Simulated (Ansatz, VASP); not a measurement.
# Two plane-wave programs on VPdC4N4

```
V Pd C N
1.0
     5.85369    0.00000    0.00000
     0.00000    5.85369    0.00000
     0.00000    0.00000    5.85369
V Pd C N
1 1 4 4
Direct
  0.50000 0.50000 0.50000
  0.00000 0.00000 0.00000
  0.19689 0.19689 0.19689
  0.19689 0.80311 0.80311
  0.80311 0.19689 0.80311
  0.80311 0.80311 0.19689
  0.31457 0.31457 0.31457
  0.31457 0.68543 0.68543
  0.68543 0.31457 0.68543
  0.68543 0.68543 0.31457
```

Alike in both runs: functional PBE; k mesh 4 × 4 × 4; occupations gaussian, width 0.1 eV; collinear spin.

Ansatz relaxed the structure, and its values are those at the end. VASP's run is a single point on that final structure, the one shown.

|  | VASP | Ansatz |
| --- | --- | --- |
| version | VASP 6.6.1 | Ansatz 0.2.0 |
| potentials or method | VASP PAW PBE potentials, release 64 (V_sv, Pd, C, N), cutoff 520 eV | scalar-relativistic, plane waves, PAW |
| valence electrons in the cell | 59 | 67 |

|  | VASP | Ansatz | Ansatz less VASP |
| --- | --- | --- | --- |
| gap on the k mesh at the Fermi level (eV) | none | none | - |
| pressure (GPa) | 0.1 | -0.2 | -0.29 |
| rms of the force components (eV/Å) | 0.127 | 0.015 | -0.1116 |
| net moment per atom (μB) | 0.10 | 0.10 | 0.000 |
| size of the moment on the site where the two differ most (μB) | 1.17 | 0.90 | -0.264 |

Site moments also hang on the region over which each program counts them. A gap of «none» marks a metal or a gap that the smearing closes. One of these differences is far larger than is usual between the two programs; its cause wasn't traced. VASP's potentials hold 59 valence electrons a cell and Ansatz's 67, so a difference there can come from the potentials and not from the codes.

Noted on VASP's run: the standard files for N, O and F lose accuracy on very short bonds.
